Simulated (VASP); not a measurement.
# AgB (P4/mmm) in VASP: single point with PBE

Aim: the single point of AgB with PBE.

All numbers are computed with VASP 6.6.1; they aren't measurements. Logs are shortened: lines on timing, memory, paths and dates and some standing lists are left out, and cuts for length are marked.

## Step 1: The cell of the first run

Symmetry: P4/mmm, No. 123, tetragonal system. The conventional cell has a = 2.675 Å, b = 2.675 Å, c = 4.273 Å, α = 90.00°, β = 90.00°, γ = 90.00°. Ag (site symmetry 4/mmm) has 2 B at 2.14 Å and 4 Ag at 2.67 Å within 2.8 Å. B (site symmetry 4/mmm) has 2 Ag at 2.14 Å and 4 B at 2.67 Å within 2.8 Å.

The cell was generated, and may not be a known phase.

## Step 2: Single point, PBE

INCAR

```
SYSTEM = AgB
PREC = Accurate ; ENCUT = 630
EDIFF = 1E-6 ; ISMEAR = 0
SIGMA = 0.1 ; LREAL = .False.
LASPH = .True. ; NELM = 120
ALGO = Normal ; ISIF = 2
LWAVE = .False. ; LCHARG = .False.
GGA = PE ; NBANDS = 18
GGA_COMPAT = .False.
```

KPOINTS

```
Automatic mesh
0
Gamma
  8 8 4
  0 0 0
```

POSCAR

```
AgB
1.0
    2.6749465760      0.0000000000      0.0000000000
    0.0000000000      2.6749465760      0.0000000000
    0.0000000000      0.0000000000      4.2734493619
Ag B
1 1
Direct
    0.5000000000      0.5000000000      0.4235039771
    0.5000000000      0.5000000000      0.9235115229
```

Potentials or basis: VASP PAW PBE potentials, release 64 (Ag_sv_GW, B).

Launch:

```console
$ cat potpaw_PBE.64/Ag_sv_GW/POTCAR potpaw_PBE.64/B/POTCAR > POTCAR
$ mpirun -np 1 vasp_std > vasp.out
```

OUTCAR:

```text
SYSTEM = AgB
   PREC = Accurate
   ENCUT = 630
   EDIFF = 1E-6
   ISMEAR = 0
   LREAL = .False.
   LASPH = .True.
   NELM = 120
   ISIF = 2
   GGA = PE

 ion  position               nearest neighbor table
   1  0.500  0.500  0.424-   2 2.14   2 2.14
   2  0.500  0.500  0.924-   1 2.14   1 2.14

  LATTYP: Found a simple tetragonal cell.
 ALAT       =     2.6749465760
 C/A-ratio  =     1.5975830696

  Lattice vectors:

 A1 = (   2.6749465760,   0.0000000000,   0.0000000000)
 A2 = (   0.0000000000,   2.6749465760,   0.0000000000)
 A3 = (   0.0000000000,   0.0000000000,   4.2734493619)

Analysis of symmetry for initial positions (statically):
=====================================================================
 Subroutine PRICEL returns:
 Original cell was already a primitive cell.

 Routine SETGRP: Setting up the symmetry group for a
 simple tetragonal supercell.

 Subroutine GETGRP returns: Found  8 space group operations
 (whereof  8 operations were pure point group operations)
 out of a pool of 16 trial point group operations.

The static configuration has the point symmetry C_4v.

Analysis of symmetry for dynamics (positions and initial velocities):
=====================================================================
 Subroutine PRICEL returns:
 Original cell was already a primitive cell.

 Routine SETGRP: Setting up the symmetry group for a
 simple tetragonal supercell.

 Subroutine GETGRP returns: Found  8 space group operations
 (whereof  8 operations were pure point group operations)
 out of a pool of 16 trial point group operations.

The dynamic configuration has the point symmetry C_4v.

 Subroutine INISYM returns: Found  8 space group operations
 (whereof  8 operations are pure point group operations),
 and found     1 'primitive' translations

----------------------------------------------------------------------------------------

                                     Primitive cell

  volume of cell :      30.5780

  direct lattice vectors                    reciprocal lattice vectors
     2.674946576  0.000000000  0.000000000     0.373839242  0.000000000  0.000000000
     0.000000000  2.674946576  0.000000000     0.000000000  0.373839242  0.000000000
     0.000000000  0.000000000  4.273449362     0.000000000  0.000000000  0.234003007

  length of vectors
     2.674946576  2.674946576  4.273449362     0.373839242  0.373839242  0.234003007

  position of ions in fractional coordinates (direct lattice)
     0.500000000  0.500000000  0.423503977
     0.500000000  0.500000000  0.923511523

  ion indices of the primitive-cell ions
   primitive index   ion index
                 1           1
                 2           2

----------------------------------------------------------------------------------------

 KPOINTS: Automatic mesh

Automatic generation of k-mesh.
 Grid dimensions read from file:
 generate k-points for:    8    8    4

 Generating k-lattice:

  Cartesian coordinates                     Fractional coordinates (reciprocal lattice)
     0.046729905  0.000000000  0.000000000     0.125000000  0.000000000  0.000000000
     0.000000000  0.046729905  0.000000000     0.000000000  0.125000000  0.000000000
     0.000000000  0.000000000  0.058500752     0.000000000  0.000000000  0.250000000

  Length of vectors
     0.046729905  0.046729905  0.058500752

  Shift w.r.t. Gamma in fractional coordinates (k-lattice)
     0.000000000  0.000000000  0.000000000

 Subroutine IBZKPT returns following result:
 ===========================================

 Found     45 irreducible k-points:

 Following reciprocal coordinates:
            Coordinates               Weight
  0.000000  0.000000  0.000000      1.000000
  0.125000  0.000000  0.000000      4.000000
  0.250000  0.000000  0.000000      4.000000
  0.375000  0.000000  0.000000      4.000000
  0.500000  0.000000  0.000000      2.000000
  0.125000  0.125000  0.000000      4.000000
[... 16 lines left out ...]
  0.375000  0.125000  0.250000     16.000000
  0.500000  0.125000  0.250000      8.000000
 [... further k-points ...]
   k-points           NKPTS =     45   k-points in BZ     NKDIM =     45   number of bands    NBANDS=     18
   number of dos      NEDOS =    301   number of ions     NIONS =      2
   total plane-waves  NPLWV =  20736
   dimension x,y,z NGX =    24 NGY =   24 NGZ =   36
   dimension x,y,z NGXF=    48 NGYF=   48 NGZF=   72
   ions per type =               1   1
   NGX,Y,Z   is equivalent  to a cutoff of  14.92, 14.92, 14.00 a.u.
   NGXF,Y,Z  is equivalent  to a cutoff of  29.83, 29.83, 28.01 a.u.
 SYSTEM =  AgB
   PREC   = accura    normal or accurate (medium, high low for compatibility)
   ISTART =      0    job   : 0-new  1-cont  2-samecut
   ICHARG =      2    charge: 1-file 2-atom 10-const
   ISPIN  =      1    spin polarized calculation?
   LNONCOLLINEAR =      F non collinear calculations
   LSORBIT =      F    spin-orbit coupling
   LASPH  =      T    aspherical Exc in radial PAW
   ENCUT  =  630.0 eV  46.30 Ry    6.80 a.u.   5.47  5.47  8.75*2*pi/ulx,y,z
   NELM   =    120;   NELMIN=  2; NELMDL= -5     # of ELM steps
   EDIFF  = 0.1E-05   stopping-criterion for ELM
   LREAL  =      F    real-space projection
   EDIFFG = 0.1E-04   stopping-criterion for IOM
   NSW    =      0    number of steps for IOM
   IBRION =     -1    ionic relax: 0-MD 1-quasi-New 2-CG
   NFREE  =      0    steps in history (QN), initial steepest desc. (CG)
   ISIF   =      2    stress and relaxation
   ISYM   =      2    0-nonsym 1-usesym 2-fastsym
   POTIM  = 0.5000    time-step for ionic-motion
   TEBEG  =    0.0;   TEEND  =   0.0 temperature during run
   PSTRESS=    0.0 pullay stress
   NELECT =      22.0000    total number of electrons
   NUPDOWN=      -1.0000    fix difference up-down
   EMIN   =  10.00;   EMAX   =-10.00  energy-range for DOS
   EFERMI =   0.00;   METHOD = LEGACY
   ISMEAR =     0;   SIGMA  =   0.10  broadening in eV -4-tet -1-fermi 0-gaus
   EFERMI_NEDOS =   21; number of points for ismear=-14 and -15
   IALGO  =     38    algorithm
   IMIX   =      4    mixing-type and parameters
     AMIX     =   0.40;   BMIX     =  1.00
     AMIX_MAG =   1.60;   BMIX_MAG =  1.00
  volume/ion in A,a.u.               =      15.29       103.18
  Fermi-wavevector in a.u.,A,eV,Ry     =   1.466942  2.772117 29.278613  2.151917
  Thomas-Fermi vector in A             =   2.582619
   LORBIT       =      0    0 simple, 1 ext, 2 COOP (PROOUT), +10 PAW based schemes
   GGA     = PE    functional components
   LHFCALC =     F    Hartree Fock is set to
   AEXX    =    0.0000 exact exchange contribution
   IVDW    =     0    specifies the selected vdW correction
   LEPSILON=     F    determine dielectric tensor
   LRPA    =     F    only Hartree local field effects (RPA)
 non-spin polarized calculation
 Gauss-broadening in eV      SIGMA  =   0.10
  energy-cutoff  :      630.00
  volume of cell :       30.58
 maximum number of plane-waves:      1130
 NGX is ok and might be reduce to    24
   NGX = 11   NGY = 11   NGZ = 17

 number of electron      22.0000000 magnetization

 Free energy of the ion-electron system (eV)
  ---------------------------------------------------
  ext. energy  EPLUGINS =         0.00000000
  ---------------------------------------------------
  free energy    TOTEN  =        -4.25921531 eV

  energy without entropy =       -4.25271152  energy(sigma->0) =       -4.25596341

 E-fermi :   4.9927     XC(G=0): -11.1320

 val. band max:        4.9003733217   @ k =   0.3750   0.0000   0.2500
 cond. band min:       4.9957817835   @ k =   0.2500   0.2500   0.0000
 fundamental gap:      0.0954084618
 Fermi energy:         4.9927301892

 k-point     1 :       0.0000    0.0000    0.0000
  band No.  band energies     occupation
      1     -87.8940      2.00000
      2     -51.4912      2.00000
      3     -51.1607      2.00000
      4     -51.1607      2.00000
      5      -4.9417      2.00000
      6      -1.7831      2.00000
[... 10 lines left out ...]
     17      19.9894      0.00000
     18      22.8107      0.00000

 k-point     2 :       0.1250    0.0000    0.0000
  band No.  band energies     occupation
      1     -87.8915      2.00000
      2     -51.4886      2.00000
      3     -51.1902      2.00000
      4     -51.1583      2.00000
      5      -4.7019      2.00000
      6      -1.6964      2.00000
[... 10 lines left out ...]
     17      20.3030      0.00000
     18      22.6582      0.00000

 k-point     3 :       0.2500    0.0000    0.0000
  band No.  band energies     occupation
      1     -87.8855      2.00000
      2     -51.4822      2.00000
      3     -51.2613      2.00000
      4     -51.1526      2.00000
      5      -4.0485      2.00000
      6      -1.5394      2.00000
[... 10 lines left out ...]
     17      20.8694      0.00000
     18      21.7100      0.00000

 k-point     4 :       0.3750    0.0000    0.0000
  band No.  band energies     occupation
      1     -87.8795      2.00000
      2     -51.4757      2.00000
      3     -51.3319      2.00000
      4     -51.1470      2.00000
      5      -3.2173      2.00000
      6      -1.3627      2.00000
[... 10 lines left out ...]
     17      21.2679      0.00000
     18      21.6905      0.00000

 k-point     5 :       0.5000    0.0000    0.0000
  band No.  band energies     occupation
      1     -87.8770      2.00000
      2     -51.4730      2.00000
      3     -51.3609      2.00000
      4     -51.1447      2.00000
      5      -2.7773      2.00000
      6      -1.2705      2.00000
[... 10 lines left out ...]
     17      21.2948      0.00000
     18      22.3924      0.00000

 k-point     6 :       0.1250    0.1250    0.0000
  band No.  band energies     occupation
      1     -87.8890      2.00000
      2     -51.4860      2.00000
      3     -51.1884      2.00000
      4     -51.1873      2.00000
      5      -4.4690      2.00000
      6      -1.3453      2.00000
[... 307 lines left out ...]
 k-point    21 :       0.1250    0.1250    0.2500
  band No.  band energies     occupation
      1     -87.8890      2.00000
      2     -51.4857      2.00000
      3     -51.1884      2.00000
      4     -51.1872      2.00000
      5      -3.9642      2.00000
      6      -1.3529      2.00000
[... 10 lines left out ...]
     17      19.3902      0.00000
     18      21.1121      0.00000

 k-point    22 :       0.2500    0.1250    0.2500
  band No.  band energies     occupation
      1     -87.8831      2.00000
      2     -51.4793      2.00000
      3     -51.2587      2.00000
      4     -51.1819      2.00000
      5      -3.3717      2.00000
      6      -1.2123      2.00000
[... 10 lines left out ...]
     17      19.8261      0.00000
     18      21.8760      0.00000

 k-point    23 :       0.3750    0.1250    0.2500
  band No.  band energies     occupation
      1     -87.8771      2.00000
      2     -51.4729      2.00000
      3     -51.3290      2.00000
      4     -51.1761      2.00000
      5      -2.6171      2.00000
      6      -1.1985      2.00000
[... 10 lines left out ...]
     17      20.1886      0.00000
     18      20.9963      0.00000

 k-point    24 :       0.5000    0.1250    0.2500
  band No.  band energies     occupation
      1     -87.8746      2.00000
      2     -51.4702      2.00000
      3     -51.3580      2.00000
      4     -51.1736      2.00000
      5      -2.1813      2.00000
      6      -1.3907      2.00000
[... 10 lines left out ...]
     17      20.2018      0.00000
     18      20.8772      0.00000

 [... further k-points ...]
[... 5 lines left out ...]
  --------------------------------------------------------------------------------------
  -------------------------------------------------------------------------------------
  Total       -0.0471010     -0.0471010      0.0178227      0.0000000      0.0000000      0.0000000
  in kB       -2.4679253     -2.4679253      0.9338462      0.0000000      0.0000000      0.0000000
  external PRESSURE =      -1.3340014 kB  Pullay stress =       0.0000000 kB

 VOLUME and BASIS-vectors are now :
 -----------------------------------------------------------------------------
  energy-cutoff  :      630.00
  volume of cell :       30.58
      direct lattice vectors                 reciprocal lattice vectors
     2.674946576  0.000000000  0.000000000     0.373839242  0.000000000  0.000000000
     0.000000000  2.674946576  0.000000000     0.000000000  0.373839242  0.000000000
     0.000000000  0.000000000  4.273449362     0.000000000  0.000000000  0.234003007

 POSITION                                       TOTAL-FORCE (eV/Angst)
 -----------------------------------------------------------------------------------
      1.33747      1.33747      1.80982         0.000000     -0.000000      0.000356
      1.33747      1.33747      3.94658         0.000000      0.000000     -0.000356
 -----------------------------------------------------------------------------------
    total drift:                                0.000000     -0.000000      0.000018

  FREE ENERGIE OF THE ION-ELECTRON SYSTEM (eV)
  ---------------------------------------------------
  free  energy   TOTEN  =        -4.2592153064 eV

  energy  without entropy=       -4.2527115178  energy(sigma->0) =       -4.25596341
```

It took 44 s on 1 thread of Intel Xeon Platinum 8259CL at 2.50GHz (Skylake/Cascade Lake), shared host; peak memory 0.19 GiB.

Results:

* Free energy: -4.2592 eV
* Pressure: -0.1 GPa
* Band gap on the k mesh: zero (bands 11 and 12 overlap by 1.19 eV)

Caveat: the k points lie up to 0.37 Å⁻¹ apart, too coarse for converged energies and pressures of a metal.

The gap in the log of VASP goes by the Fermi energy; the results here count the filled bands.